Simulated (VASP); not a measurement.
# La4ZnGa3O12 (a cell with a defect) in VASP: single point with PBEsol

Aim: the single point of La4ZnGa3O12 (a cell with a defect) with PBEsol.

All numbers are computed with VASP 6.6.1; they aren't measurements. Logs are shortened: lines on timing, memory, paths and dates and some standing lists are left out, and cuts for length are marked.

### 1 The cell of the first run

The cell holds a defect, 40 atoms: a = 7.729 Å, b = 7.729 Å, c = 7.729 Å, α = 90.00°, β = 90.00°, γ = 90.00°.

### 2 Single point, PBEsol

INCAR

```
PREC = Accurate
ENCUT = 520
EDIFF = 1E-7
ISMEAR = -1
SIGMA = 0.05
LREAL = Auto
LASPH = T
NELM = 60
ALGO = Normal
ISIF = 2
LWAVE = F
LCHARG = F
GGA = PS
NBANDS = 193
ISYM = 0
```

KPOINTS

```
Automatic mesh
0
Gamma
  1 1 1
  0.25 0.25 0.25
```

POSCAR

```
La4ZnGa3O12
1.0
    7.7293080000      0.0000000000      0.0000000000
    0.0000000000      7.7293080000      0.0000000000
    0.0000000000      0.0000000000      7.7293080000
La Zn Ga O
8 2 6 24
Direct
    0.0187600000      0.9913430000      0.0007900000
    0.9822150000      0.0120260000      0.5015310000
    0.0123310000      0.4817560000      0.0013790000
    0.9907380000      0.5177380000      0.4993920000
    0.5100720000      0.9824730000      0.0018490000
    0.4884790000      0.0184290000      0.4998410000
    0.5186150000      0.4881480000      0.9996840000
    0.4820850000      0.5088500000      0.5004500000
    0.2504090000      0.2500960000      0.2506150000
    0.2504140000      0.2501020000      0.7506160000
    0.2504110000      0.7500910000      0.2506170000
    0.2504140000      0.7500960000      0.7506110000
    0.7504080000      0.2500940000      0.2506120000
    0.7504100000      0.2500950000      0.7506160000
    0.7504170000      0.7500980000      0.2506150000
    0.7504140000      0.7500970000      0.7506180000
    0.2790210000      0.2810860000      0.9993360000
    0.2217950000      0.2191070000      0.5018900000
    0.2096700000      0.7225680000      0.0008460000
    0.2911510000      0.7776340000      0.5003900000
    0.7099570000      0.2180490000      0.0001550000
    0.7908500000      0.2821560000      0.5010680000
    0.7815010000      0.7936110000      0.0016280000
    0.7193070000      0.7065870000      0.4995980000
    0.9944690000      0.2144170000      0.2152910000
    0.9941200000      0.2147950000      0.7872630000
    0.0001810000      0.7830650000      0.2896950000
    0.9993190000      0.7811420000      0.7113440000
    0.5063480000      0.2857800000      0.2859360000
    0.5066910000      0.2853920000      0.7139320000
    0.5006440000      0.7171180000      0.2115210000
    0.5015040000      0.7190390000      0.7898740000
    0.2839690000      0.9962030000      0.2178140000
    0.2834130000      0.9949470000      0.7839280000
    0.2168660000      0.5039890000      0.2834300000
    0.2173750000      0.5052480000      0.7173380000
    0.7176430000      0.9989870000      0.2913800000
    0.7164040000      0.9983910000      0.7109000000
    0.7831720000      0.5012060000      0.2098540000
    0.7844080000      0.5017980000      0.7903250000
```

Potentials or basis: VASP PAW PBE potentials, release 64 (La, Zn, Ga_d, O).

Run with:

```sh
$ cat potpaw_PBE.64/La/POTCAR potpaw_PBE.64/Zn/POTCAR potpaw_PBE.64/Ga_d/POTCAR potpaw_PBE.64/O/POTCAR > POTCAR
$ mpirun -np 1 vasp_std > vasp.out
```

OUTCAR:

```text
PREC = Accurate
   ENCUT = 520
   EDIFF = 1E-7
   ISMEAR = -1
   LREAL = Auto
   LASPH = T
   NELM = 60
   ISIF = 2
   GGA = PS
   ISYM = 0

 ion  position               nearest neighbor table
   1  0.019  0.991  0.001-  23 2.39  26 2.40  25 2.40  19 2.55  34 2.64  33 2.65  27 2.76  28 2.77
                            11 3.23  12 3.23   9 3.31  10 3.31
   2  0.982  0.012  0.502-  27 2.41  28 2.41  18 2.45  22 2.56  37 2.61  38 2.62  26 2.71  25 2.71
                            14 3.21  13 3.22
   3  0.012  0.482  0.001-  39 2.40  40 2.41  19 2.41  17 2.58  26 2.65  25 2.65  35 2.70  36 2.71
                             9 3.21  10 3.22
   4  0.991  0.518  0.499-  22 2.39  35 2.42  36 2.43  24 2.56  28 2.61  27 2.61  39 2.76  40 2.76
                            15 3.22  16 3.23
   5  0.510  0.982  0.002-  21 2.39  33 2.42  34 2.43  23 2.56  32 2.61  31 2.62  37 2.76  38 2.76
                            15 3.22  16 3.23
   6  0.488  0.018  0.500-  37 2.40  38 2.41  20 2.41  18 2.58  30 2.65  29 2.65  33 2.70  34 2.71
                             9 3.21  10 3.22
   7  0.519  0.488  1.000-  32 2.42  31 2.42  17 2.45  21 2.56  39 2.61  40 2.62  30 2.71  29 2.71
                            14 3.21  13 3.22
   8  0.482  0.509  0.500-  24 2.39  30 2.40  29 2.40  20 2.55  36 2.65  35 2.65  31 2.76  32 2.77
                            11 3.23  12 3.23   9 3.31  10 3.31
   9  0.250  0.250  0.251-  18 1.97  17 1.97  35 2.00  33 2.00  29 2.02  25 2.02   6 3.21   3 3.21
                             1 3.31   8 3.31
  10  0.250  0.250  0.751-  17 1.95  18 1.95  36 2.01  34 2.01  30 2.02  26 2.02   3 3.22   6 3.22
                             8 3.31   1 3.31
  11  0.250  0.750  0.251-  35 1.94  33 1.94  19 1.97  20 1.97  27 1.97  31 1.97   1 3.23   8 3.23

  12  0.250  0.750  0.751-  36 1.93  34 1.93  20 1.97  19 1.97  32 1.98  28 1.98   8 3.23   1 3.23

  13  0.750  0.250  0.251-  25 1.93  29 1.93  22 1.98  21 1.98  37 1.98  39 1.98   7 3.22   2 3.22

  14  0.750  0.250  0.751-  26 1.92  30 1.92  21 1.97  22 1.97  40 1.99  38 1.99   7 3.21   2 3.21

  15  0.750  0.750  0.251-  39 1.97  37 1.97  24 1.97  23 1.97  27 1.97  31 1.97   4 3.22   5 3.22

  16  0.750  0.750  0.751-  38 1.96  40 1.96  28 1.96  32 1.96  23 1.98  24 1.98   4 3.23   5 3.23

  17  0.279  0.281  0.999-  10 1.95   9 1.97   7 2.45   3 2.58
  18  0.222  0.219  0.502-  10 1.95   9 1.97   2 2.45   6 2.58
  19  0.210  0.723  0.001-  11 1.97  12 1.97   3 2.41   1 2.55
  20  0.291  0.778  0.500-  11 1.97  12 1.97   6 2.41   8 2.55
  21  0.710  0.218  0.000-  14 1.97  13 1.98   5 2.39   7 2.56
  22  0.791  0.282  0.501-  14 1.97  13 1.98   4 2.39   2 2.56
  23  0.782  0.794  0.002-  15 1.97  16 1.98   1 2.39   5 2.56
  24  0.719  0.707  0.500-  15 1.97  16 1.98   8 2.39   4 2.56
  25  0.994  0.214  0.215-  13 1.93   9 2.02   1 2.40   3 2.65   2 2.71
  26  0.994  0.215  0.787-  14 1.92  10 2.02   1 2.40   3 2.65   2 2.71
  27  0.000  0.783  0.290-  15 1.97  11 1.97   2 2.41   4 2.61   1 2.76
  28  0.999  0.781  0.711-  16 1.96  12 1.98   2 2.41   4 2.61   1 2.77
  29  0.506  0.286  0.286-  13 1.93   9 2.02   8 2.40   6 2.65   7 2.71
  30  0.507  0.285  0.714-  14 1.92  10 2.02   8 2.40   6 2.65   7 2.71
[... 8 lines left out ...]
  39  0.783  0.501  0.210-  15 1.97  13 1.98   3 2.40   7 2.61   4 2.76
  40  0.784  0.502  0.790-  16 1.96  14 1.99   3 2.41   7 2.62   4 2.76

IMPORTANT INFORMATION: All symmetrisations will be switched off!
NOSYMM: (Re-)initialisation of all symmetry stuff for point group C_1.

----------------------------------------------------------------------------------------

                                     Primitive cell

  volume of cell :     461.7659

  direct lattice vectors                    reciprocal lattice vectors
     7.729308000  0.000000000  0.000000000     0.129377688  0.000000000  0.000000000
     0.000000000  7.729308000  0.000000000     0.000000000  0.129377688  0.000000000
     0.000000000  0.000000000  7.729308000     0.000000000  0.000000000  0.129377688

  length of vectors
     7.729308000  7.729308000  7.729308000     0.129377688  0.129377688  0.129377688

  position of ions in fractional coordinates (direct lattice)
     0.018760000  0.991343000  0.000790000
     0.982215000  0.012026000  0.501531000
     0.012331000  0.481756000  0.001379000
     0.990738000  0.517738000  0.499392000
     0.510072000  0.982473000  0.001849000
     0.488479000  0.018429000  0.499841000
[... 32 lines left out ...]
     0.783172000  0.501206000  0.209854000
     0.784408000  0.501798000  0.790325000

  ion indices of the primitive-cell ions
   primitive index   ion index
                 1           1
                 2           2
                 3           3
                 4           4
                 5           5
                 6           6
[... 32 lines left out ...]
                39          39
                40          40

----------------------------------------------------------------------------------------

 KPOINTS: Automatic mesh

Automatic generation of k-mesh.
 Grid dimensions read from file:
 generate k-points for:    1    1    1

 Generating k-lattice:

  Cartesian coordinates                     Fractional coordinates (reciprocal lattice)
     0.129377688  0.000000000  0.000000000     1.000000000  0.000000000  0.000000000
     0.000000000  0.129377688  0.000000000     0.000000000  1.000000000  0.000000000
     0.000000000  0.000000000  0.129377688     0.000000000  0.000000000  1.000000000

  Length of vectors
     0.129377688  0.129377688  0.129377688

  Shift w.r.t. Gamma in fractional coordinates (k-lattice)
     0.250000000  0.250000000  0.250000000

 Subroutine IBZKPT returns following result:
 ===========================================

 Found      4 irreducible k-points:

 Following reciprocal coordinates:
            Coordinates               Weight
  0.250000  0.250000  0.250000      2.000000
 -0.250000  0.250000  0.250000      2.000000
 -0.250000 -0.250000  0.250000      2.000000
  0.250000 -0.250000  0.250000      2.000000
   k-points           NKPTS =      4   k-points in BZ     NKDIM =      4   number of bands    NBANDS=    193
   number of dos      NEDOS =    301   number of ions     NIONS =     40
   total plane-waves  NPLWV = 216000
   dimension x,y,z NGX =    60 NGY =   60 NGZ =   60
   dimension x,y,z NGXF=   120 NGYF=  120 NGZF=  120
   ions per type =               8   2   6  24
   NGX,Y,Z   is equivalent  to a cutoff of  12.91, 12.91, 12.91 a.u.
   NGXF,Y,Z  is equivalent  to a cutoff of  25.81, 25.81, 25.81 a.u.
 SYSTEM =  unknown system
   PREC   = accura    normal or accurate (medium, high low for compatibility)
   ISTART =      0    job   : 0-new  1-cont  2-samecut
   ICHARG =      2    charge: 1-file 2-atom 10-const
   ISPIN  =      1    spin polarized calculation?
   LNONCOLLINEAR =      F non collinear calculations
   LSORBIT =      F    spin-orbit coupling
   LASPH  =      T    aspherical Exc in radial PAW
   ENCUT  =  520.0 eV  38.22 Ry    6.18 a.u.  14.37 14.37 14.37*2*pi/ulx,y,z
   NELM   =     60;   NELMIN=  2; NELMDL= -5     # of ELM steps
   EDIFF  = 0.1E-06   stopping-criterion for ELM
   LREAL  =      T    real-space projection
   EDIFFG = 0.1E-05   stopping-criterion for IOM
   NSW    =      0    number of steps for IOM
   IBRION =     -1    ionic relax: 0-MD 1-quasi-New 2-CG
   NFREE  =      0    steps in history (QN), initial steepest desc. (CG)
   ISIF   =      2    stress and relaxation
   ISYM   =      0    0-nonsym 1-usesym 2-fastsym
   POTIM  = 0.5000    time-step for ionic-motion
   TEBEG  =    0.0;   TEEND  =   0.0 temperature during run
   PSTRESS=    0.0 pullay stress
   NELECT =     334.0000    total number of electrons
   NUPDOWN=      -1.0000    fix difference up-down
   EMIN   =  10.00;   EMAX   =-10.00  energy-range for DOS
   EFERMI =   0.00;   METHOD = LEGACY
   ISMEAR =    -1;   SIGMA  =   0.05  broadening in eV -4-tet -1-fermi 0-gaus
   EFERMI_NEDOS =   21; number of points for ismear=-14 and -15
   IALGO  =     38    algorithm
   IMIX   =      4    mixing-type and parameters
     AMIX     =   0.40;   BMIX     =  1.00
     AMIX_MAG =   1.60;   BMIX_MAG =  1.00
  volume/ion in A,a.u.               =      11.54        77.90
  Fermi-wavevector in a.u.,A,eV,Ry     =   1.469546  2.777038 29.382652  2.159564
  Thomas-Fermi vector in A             =   2.584910
   LORBIT       =      0    0 simple, 1 ext, 2 COOP (PROOUT), +10 PAW based schemes
   GGA     = PS    functional components
   LHFCALC =     F    Hartree Fock is set to
   AEXX    =    0.0000 exact exchange contribution
   IVDW    =     0    specifies the selected vdW correction
   LEPSILON=     F    determine dielectric tensor
   LRPA    =     F    only Hartree local field effects (RPA)
 non-spin polarized calculation
  energy-cutoff  :      520.00
  volume of cell :      461.77
 maximum number of plane-waves:     12452
 NGX is ok and might be reduce to    60
   NGX = 29   NGY = 29   NGZ = 29

 number of electron     333.9999967 magnetization

 Free energy of the ion-electron system (eV)
  ---------------------------------------------------
  ext. energy  EPLUGINS =         0.00000000
  ---------------------------------------------------
  free energy    TOTEN  =      -296.07075660 eV

  energy without entropy =     -295.97617470  energy(sigma->0) =     -296.02346565

 E-fermi :   6.6570     XC(G=0): -12.1316

 val. band max:        6.5691421398   @ k =  -0.2500  -0.2500   0.2500
 cond. band min:       6.7307329207   @ k =  -0.2500  -0.2500   0.2500
 fundamental gap:      0.1615907809
 Fermi energy:         6.6569930089

 k-point     1 :       0.2500    0.2500    0.2500
  band No.  band energies     occupation
      1     -23.3434      2.00000
      2     -23.3063      2.00000
      3     -23.2808      2.00000
      4     -23.2602      2.00000
      5     -23.2458      2.00000
      6     -23.2319      2.00000
[... 171 lines left out ...]
    178      11.5342      0.00000
    179      11.5843      0.00000

 k-point     2 :      -0.2500    0.2500    0.2500
  band No.  band energies     occupation
      1     -23.3432      2.00000
      2     -23.3062      2.00000
      3     -23.2819      2.00000
      4     -23.2596      2.00000
      5     -23.2469      2.00000
      6     -23.2301      2.00000
[... 171 lines left out ...]
    178      11.5430      0.00000
    179      11.5869      0.00000

 k-point     3 :      -0.2500   -0.2500    0.2500
  band No.  band energies     occupation
      1     -23.3436      2.00000
      2     -23.3062      2.00000
      3     -23.2808      2.00000
      4     -23.2594      2.00000
      5     -23.2466      2.00000
      6     -23.2319      2.00000
[... 171 lines left out ...]
    178      11.5344      0.00000
    179      11.5820      0.00000

 k-point     4 :       0.2500   -0.2500    0.2500
  band No.  band energies     occupation
      1     -23.3432      2.00000
      2     -23.3062      2.00000
      3     -23.2819      2.00000
      4     -23.2597      2.00000
      5     -23.2467      2.00000
      6     -23.2302      2.00000
[... 171 lines left out ...]
    178      11.5421      0.00000
    179      11.5862      0.00000
 [bands above 179 left out]

------------------------ aborting loop because EDIFF is reached ----------------------------------------

  FORCE on cell =-STRESS in cart. coord.  units (eV):
  Direction    XX          YY          ZZ          XY          YZ          ZX
  --------------------------------------------------------------------------------------
  -------------------------------------------------------------------------------------
  Total       14.1103331     13.4465526     10.4798062      0.6793976     -0.1324325     -0.1537128
  in kB       48.9582639     46.6551615     36.3615171      2.3572886     -0.4594976     -0.5333333
  external PRESSURE =      43.9916475 kB  Pullay stress =       0.0000000 kB

 VOLUME and BASIS-vectors are now :
 -----------------------------------------------------------------------------
  energy-cutoff  :      520.00
  volume of cell :      461.77
      direct lattice vectors                 reciprocal lattice vectors
     7.729308000  0.000000000  0.000000000     0.129377688  0.000000000  0.000000000
     0.000000000  7.729308000  0.000000000     0.000000000  0.129377688  0.000000000
     0.000000000  0.000000000  7.729308000     0.000000000  0.000000000  0.129377688

 POSITION                                       TOTAL-FORCE (eV/Angst)
 -----------------------------------------------------------------------------------
      0.14500      7.66240      0.00611         0.036450     -0.031086      0.018670
      7.59184      0.09295      3.87649         0.116499      0.103630     -0.029625
      0.09531      3.72364      0.01066         0.134443     -0.042511     -0.095615
      7.65772      4.00176      3.85995         0.039130     -0.047368      0.114450
      3.94250      7.59384      0.01429        -0.038151      0.044735     -0.115925
      3.77560      0.14244      3.86343        -0.133078      0.043345      0.096016
[... 32 lines left out ...]
      6.05338      3.87398      1.62203         0.027666     -0.037014     -0.002136
      6.06293      3.87855      6.10867        -0.056984     -0.072087      0.050638
 -----------------------------------------------------------------------------------
    total drift:                               -0.001383      0.003060      0.009232

  FREE ENERGIE OF THE ION-ELECTRON SYSTEM (eV)
  ---------------------------------------------------
  free  energy   TOTEN  =      -296.0707565952 eV

  energy  without entropy=     -295.9761746953  energy(sigma->0) =     -296.02346565
```

It took 14 min on 1 thread of Intel Xeon 6975P-C (Granite Rapids), shared host; peak memory 0.65 GiB.

Results:

- Free energy: -296.0708 eV
- Pressure: 4.4 GPa
- Largest force: 0.170 eV/Å
- Band gap on the k mesh: 0.16 eV

Forces in eV/Å, atoms in the order of the input:
```
La   0.036 -0.031  0.019
La   0.116  0.104 -0.030
La   0.134 -0.043 -0.096
La   0.039 -0.047  0.114
La  -0.038  0.045 -0.116
La  -0.133  0.043  0.096
La  -0.117 -0.101  0.031
La  -0.038  0.030 -0.022
Zn   0.001  0.001  0.001
Zn   0.000 -0.001  0.000
Ga   0.003  0.001  0.003
Ga   0.003  0.001  0.005
Ga   0.003  0.001  0.004
Ga   0.003  0.000  0.003
Ga   0.002  0.000  0.004
Ga   0.002  0.002  0.004
O    0.043  0.119  0.080
O   -0.043 -0.119 -0.080
O   -0.038  0.014 -0.003
O    0.036 -0.013  0.002
O   -0.002  0.012  0.059
O    0.001 -0.012 -0.060
O   -0.018  0.024 -0.075
O    0.018 -0.025  0.072
O    0.001  0.052 -0.053
O    0.041  0.015  0.029
O   -0.083 -0.041  0.039
O   -0.034  0.062 -0.040
O   -0.004 -0.052  0.052
O   -0.040 -0.017 -0.030
O    0.081  0.041 -0.040
O    0.032 -0.063  0.039
O    0.023 -0.154 -0.050
O    0.014 -0.054  0.065
O   -0.027  0.155  0.046
O   -0.016  0.055 -0.070
O   -0.029  0.036  0.001
O    0.055  0.071 -0.054
O    0.028 -0.037 -0.002
O   -0.057 -0.072  0.051
```

Stress tensor (GPa, compression positive):
```
 4.90  0.24 -0.05
 0.24  4.67 -0.05
-0.05 -0.05  3.64
```

Caveat: the PAW data sets were made with another functional, which shifts forces and pressure a little; spin-orbit coupling is left out, which moves the levels of the heavy elements.
